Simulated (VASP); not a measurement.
# Yb (P6_3/mmc) in VASP: single point with PBE

Aim: the single point of Yb with PBE.

Everything below comes from runs of VASP 6.6.1. Logs are shortened: lines on timing, memory, paths and dates and some standing lists are left out, and cuts for length are marked.

## (1) The cell of the first run

The structure is hexagonal, space group P6_3/mmc (No. 194). The conventional cell has a = 3.015 Å, b = 3.015 Å, c = 4.823 Å, α = 90.00°, β = 90.00°, γ = 120.00°. Yb (site symmetry -6m2) has 12 Yb at 2.97 to 3.02 Å within 3.9 Å.

## (2) Single point, PBE

File INCAR:

```
SYSTEM = Yb
ALGO     = Normal         ! electronic algorithm
EDIFF    = 1E-6           ! SCF threshold, eV
ENCUT    = 520            ! plane-wave cutoff, eV
GGA      = PE             ! functional
ISIF     = 2              ! what is computed and relaxed
ISMEAR   = -1             ! smearing method
LASPH    = .TRUE.         ! aspherical terms in the spheres
LCHARG   = .FALSE.        ! write CHGCAR
LREAL    = .FALSE.        ! projectors in reciprocal space
LWAVE    = .FALSE.        ! write WAVECAR
NBANDS   = 31             ! bands
NELM     = 100            ! most SCF steps
PREC     = Accurate       ! precision mode
SIGMA    = 0.1            ! smearing width, eV
```

File KPOINTS:

```
k-points
0
G
  12 12 7
  0 0 0
```

File POSCAR:

```
Yb
1.0
    3.0150014800      0.0000000000      0.0000000000
   -1.5075007400      2.6110678700      0.0000000000
    0.0000000000      0.0000000000      4.8230000000
Yb
2
Direct
    0.3333333300      0.6666666700      0.2500000000
    0.6666666700      0.3333333300      0.7500000000
```

Potentials or basis: VASP PAW PBE potentials, release 64 (Yb).

Launch:

```
$ cat potpaw_PBE.64/Yb/POTCAR > POTCAR
$ mpirun -np 1 vasp_std > vasp.out
```

OUTCAR:

```text
SYSTEM = Yb
   EDIFF = 1E-6
   ENCUT = 520
   GGA = PE
   ISIF = 2
   ISMEAR = -1
   LASPH = .TRUE.
   LREAL = .FALSE.
   NELM = 100
   PREC = Accurate

 ion  position               nearest neighbor table
   1  0.333  0.667  0.250-   2 2.97   2 2.97   2 2.97   2 2.97   2 2.97   2 2.97
   2  0.667  0.333  0.750-   1 2.97   1 2.97   1 2.97   1 2.97   1 2.97   1 2.97

  LATTYP: Found a hexagonal cell.
 ALAT       =     3.0150014800
 C/A-ratio  =     1.5996675398

  Lattice vectors:

 A1 = (   3.0150014800,   0.0000000000,   0.0000000000)
 A2 = (  -1.5075007400,   2.6110678700,   0.0000000000)
 A3 = (   0.0000000000,   0.0000000000,   4.8230000000)

Analysis of symmetry for initial positions (statically):
=====================================================================
 Subroutine PRICEL returns:
 Original cell was already a primitive cell.

 Routine SETGRP: Setting up the symmetry group for a
 hexagonal supercell.

 Subroutine GETGRP returns: Found 24 space group operations
 (whereof 12 operations were pure point group operations)
 out of a pool of 24 trial point group operations.

The static configuration has the point symmetry D_3d.
 The point group associated with its full space group is D_6h.

Analysis of symmetry for dynamics (positions and initial velocities):
=====================================================================
 Subroutine PRICEL returns:
 Original cell was already a primitive cell.

 Routine SETGRP: Setting up the symmetry group for a
 hexagonal supercell.

 Subroutine GETGRP returns: Found 24 space group operations
 (whereof 12 operations were pure point group operations)
 out of a pool of 24 trial point group operations.

The dynamic configuration has the point symmetry D_3d.
 The point group associated with its full space group is D_6h.

 Subroutine INISYM returns: Found 24 space group operations
 (whereof 12 operations are pure point group operations),
 and found     1 'primitive' translations

----------------------------------------------------------------------------------------

                                     Primitive cell

  volume of cell :      37.9685

  direct lattice vectors                    reciprocal lattice vectors
     3.015001480  0.000000000  0.000000000     0.331674796  0.191492533  0.000000000
    -1.507500740  2.611067870  0.000000000     0.000000000  0.382985066  0.000000000
     0.000000000  0.000000000  4.823000000     0.000000000  0.000000000  0.207339830

  length of vectors
     3.015001480  3.015001476  4.823000000     0.382985065  0.382985066  0.207339830

  position of ions in fractional coordinates (direct lattice)
     0.333333330  0.666666670  0.250000000
     0.666666670  0.333333330  0.750000000

  ion indices of the primitive-cell ions
   primitive index   ion index
                 1           1
                 2           2

----------------------------------------------------------------------------------------

 KPOINTS: k-points

Automatic generation of k-mesh.
 Grid dimensions read from file:
 generate k-points for:   12   12    7

 Generating k-lattice:

  Cartesian coordinates                     Fractional coordinates (reciprocal lattice)
     0.027639566  0.015957711  0.000000000     0.083333333  0.000000000  0.000000000
     0.000000000  0.031915422  0.000000000     0.000000000  0.083333333  0.000000000
     0.000000000  0.000000000  0.029619976     0.000000000  0.000000000  0.142857143

  Length of vectors
     0.031915422  0.031915422  0.029619976

  Shift w.r.t. Gamma in fractional coordinates (k-lattice)
     0.000000000  0.000000000  0.000000000

 Subroutine IBZKPT returns following result:
 ===========================================

 Found     76 irreducible k-points:

 Following reciprocal coordinates:
            Coordinates               Weight
  0.000000  0.000000  0.000000      1.000000
  0.083333  0.000000  0.000000      6.000000
  0.166667  0.000000  0.000000      6.000000
  0.250000  0.000000  0.000000      6.000000
  0.333333  0.000000  0.000000      6.000000
  0.416667  0.000000  0.000000      6.000000
[... 16 lines left out ...]
  0.250000  0.000000  0.142857     12.000000
  0.333333  0.000000  0.142857     12.000000
 [... further k-points ...]
   k-points           NKPTS =     76   k-points in BZ     NKDIM =     76   number of bands    NBANDS=     31
   number of dos      NEDOS =    301   number of ions     NIONS =      2
   total plane-waves  NPLWV =  20736
   dimension x,y,z NGX =    24 NGY =   24 NGZ =   36
   dimension x,y,z NGXF=    48 NGYF=   48 NGZF=   72
   ions per type =               2
   NGX,Y,Z   is equivalent  to a cutoff of  13.23, 13.23, 12.41 a.u.
   NGXF,Y,Z  is equivalent  to a cutoff of  26.47, 26.47, 24.82 a.u.
 SYSTEM =  Yb
   PREC   = accura    normal or accurate (medium, high low for compatibility)
   ISTART =      0    job   : 0-new  1-cont  2-samecut
   ICHARG =      2    charge: 1-file 2-atom 10-const
   ISPIN  =      1    spin polarized calculation?
   LNONCOLLINEAR =      F non collinear calculations
   LSORBIT =      F    spin-orbit coupling
   LASPH  =      T    aspherical Exc in radial PAW
   ENCUT  =  520.0 eV  38.22 Ry    6.18 a.u.   5.61  5.61  8.97*2*pi/ulx,y,z
   NELM   =    100;   NELMIN=  2; NELMDL= -5     # of ELM steps
   EDIFF  = 0.1E-05   stopping-criterion for ELM
   LREAL  =      F    real-space projection
   EDIFFG = 0.1E-04   stopping-criterion for IOM
   NSW    =      0    number of steps for IOM
   IBRION =     -1    ionic relax: 0-MD 1-quasi-New 2-CG
   NFREE  =      0    steps in history (QN), initial steepest desc. (CG)
   ISIF   =      2    stress and relaxation
   ISYM   =      2    0-nonsym 1-usesym 2-fastsym
   POTIM  = 0.5000    time-step for ionic-motion
   TEBEG  =    0.0;   TEEND  =   0.0 temperature during run
   PSTRESS=    0.0 pullay stress
   NELECT =      48.0000    total number of electrons
   NUPDOWN=      -1.0000    fix difference up-down
   EMIN   =  10.00;   EMAX   =-10.00  energy-range for DOS
   EFERMI =   0.00;   METHOD = LEGACY
   ISMEAR =    -1;   SIGMA  =   0.10  broadening in eV -4-tet -1-fermi 0-gaus
   EFERMI_NEDOS =   21; number of points for ismear=-14 and -15
   IALGO  =     38    algorithm
   IMIX   =      4    mixing-type and parameters
     AMIX     =   0.40;   BMIX     =  1.00
     AMIX_MAG =   1.60;   BMIX_MAG =  1.00
  volume/ion in A,a.u.               =      18.98       128.11
  Fermi-wavevector in a.u.,A,eV,Ry     =   1.770167  3.345131 42.633740  3.133491
  Thomas-Fermi vector in A             =   2.837011
   LORBIT       =      0    0 simple, 1 ext, 2 COOP (PROOUT), +10 PAW based schemes
   GGA     = PE    functional components
   LHFCALC =     F    Hartree Fock is set to
   AEXX    =    0.0000 exact exchange contribution
   IVDW    =     0    specifies the selected vdW correction
   LEPSILON=     F    determine dielectric tensor
   LRPA    =     F    only Hartree local field effects (RPA)
 non-spin polarized calculation
  energy-cutoff  :      520.00
  volume of cell :       37.97
 maximum number of plane-waves:      1039
 NGX is ok and might be reduce to    24
   NGX = 11   NGY = 11   NGZ = 17

 number of electron      48.0000007 magnetization

 Free energy of the ion-electron system (eV)
  ---------------------------------------------------
  ext. energy  EPLUGINS =         0.00000000
  ---------------------------------------------------
  free energy    TOTEN  =        -4.95004780 eV

  energy without entropy =       -4.85115252  energy(sigma->0) =       -4.90060016

 E-fermi :   3.9693     XC(G=0): -12.7353

 val. band max:        3.9395898350   @ k =   0.3333   0.1667   0.1429
 cond. band min:       3.9768145952   @ k =   0.4167   0.0833   0.1429
 fundamental gap:      0.0372247603
 Fermi energy:         3.9692893383

 k-point     1 :       0.0000    0.0000    0.0000
  band No.  band energies     occupation
      1     -47.6121      2.00000
      2     -47.3361      2.00000
      3     -21.1056      2.00000
      4     -19.1207      2.00000
      5     -19.1207      2.00000
      6     -18.8110      2.00000
[... 23 lines left out ...]
     30       8.5335      0.00000
     31       9.6362      0.00000

 k-point     2 :       0.0833    0.0000    0.0000
  band No.  band energies     occupation
      1     -47.5977      2.00000
      2     -47.3298      2.00000
      3     -21.0573      2.00000
      4     -19.2433      2.00000
      5     -19.1592      2.00000
      6     -18.9409      2.00000
[... 23 lines left out ...]
     30       8.8175      0.00000
     31       9.2394      0.00000

 k-point     3 :       0.1667    0.0000    0.0000
  band No.  band energies     occupation
      1     -47.5574      2.00000
      2     -47.3134      2.00000
      3     -20.9184      2.00000
      4     -19.5734      2.00000
      5     -19.2739      2.00000
      6     -19.2590      2.00000
[... 23 lines left out ...]
     30       8.6537      0.00000
     31       8.9719      0.00000

 k-point     4 :       0.2500    0.0000    0.0000
  band No.  band energies     occupation
      1     -47.4998      2.00000
      2     -47.2932      2.00000
      3     -20.7061      2.00000
      4     -20.0117      2.00000
      5     -19.6871      2.00000
      6     -19.3862      2.00000
[... 23 lines left out ...]
     30       9.8112      0.00000
     31      10.0423      0.00000

 k-point     5 :       0.3333    0.0000    0.0000
  band No.  band energies     occupation
      1     -47.4371      2.00000
      2     -47.2774      2.00000
      3     -20.4513      2.00000
      4     -20.4324      2.00000
      5     -20.0651      2.00000
      6     -19.5062      2.00000
[... 23 lines left out ...]
     30      11.4926      0.00000
     31      11.5207      0.00000
[... 542 lines left out ...]
     30       8.5675      0.00000
     31       9.8081      0.00000

 k-point    22 :       0.1667    0.0000    0.1429
  band No.  band energies     occupation
      1     -47.5456      2.00000
      2     -47.3258      2.00000
      3     -20.8436      2.00000
      4     -19.5468      2.00000
      5     -19.3524      2.00000
      6     -19.2402      2.00000
[... 23 lines left out ...]
     30       9.0617      0.00000
     31       9.7212      0.00000

 k-point    23 :       0.2500    0.0000    0.1429
  band No.  band energies     occupation
      1     -47.4897      2.00000
      2     -47.3036      2.00000
      3     -20.6828      2.00000
      4     -19.9580      2.00000
      5     -19.7474      2.00000
      6     -19.3644      2.00000
[... 23 lines left out ...]
     30       9.9266      0.00000
     31      10.3293      0.00000

 k-point    24 :       0.3333    0.0000    0.1429
  band No.  band energies     occupation
      1     -47.4293      2.00000
      2     -47.2854      2.00000
      3     -20.6300      2.00000
      4     -20.2522      2.00000
      5     -20.0630      2.00000
      6     -19.4819      2.00000
[... 23 lines left out ...]
     30      11.5009      0.00000
     31      11.5203      0.00000

 [... further k-points ...]

------------------------ aborting loop because EDIFF is reached ----------------------------------------

  FORCE on cell =-STRESS in cart. coord.  units (eV):
  Direction    XX          YY          ZZ          XY          YZ          ZX
  --------------------------------------------------------------------------------------
  -------------------------------------------------------------------------------------
  Total        8.3823796      8.3823795      8.5519133      0.0000000      0.0000000      0.0000000
  in kB      353.7162019    353.7162008    360.8701143      0.0000000      0.0000000      0.0000000
  external PRESSURE =     356.1008390 kB  Pullay stress =       0.0000000 kB

 VOLUME and BASIS-vectors are now :
 -----------------------------------------------------------------------------
  energy-cutoff  :      520.00
  volume of cell :       37.97
      direct lattice vectors                 reciprocal lattice vectors
     3.015001480  0.000000000  0.000000000     0.331674796  0.191492533  0.000000000
    -1.507500740  2.611067870  0.000000000     0.000000000  0.382985066  0.000000000
     0.000000000  0.000000000  4.823000000     0.000000000  0.000000000  0.207339830

 POSITION                                       TOTAL-FORCE (eV/Angst)
 -----------------------------------------------------------------------------------
     -0.00000      1.74071      1.20575         0.000000     -0.000000      0.000000
      1.50750      0.87036      3.61725        -0.000000      0.000000      0.000000
 -----------------------------------------------------------------------------------
    total drift:                               -0.000018      0.000010     -0.000000

  FREE ENERGIE OF THE ION-ELECTRON SYSTEM (eV)
  ---------------------------------------------------
  free  energy   TOTEN  =        -4.9500477993 eV

  energy  without entropy=       -4.8511525204  energy(sigma->0) =       -4.90060016
```

Run time: 86 s. Hardware: 1 thread of Intel Xeon 6975P-C (Granite Rapids), shared host; peak memory 0.23 GiB.

Results:

| Item | Value |
| --- | --- |
| Free energy | -4.9500 eV |
| Pressure | 35.6 GPa |
| Band gap on the k mesh | zero (band 24 reaches 4.30 eV, above the bottom of band 25 at 3.56 eV) |

Stress tensor (GPa, compression positive):
```
35.37  0.00  0.00
 0.00 35.37  0.00
 0.00  0.00 36.09
```

Caveat: spin-orbit coupling is left out, which moves the levels of the heavy elements.
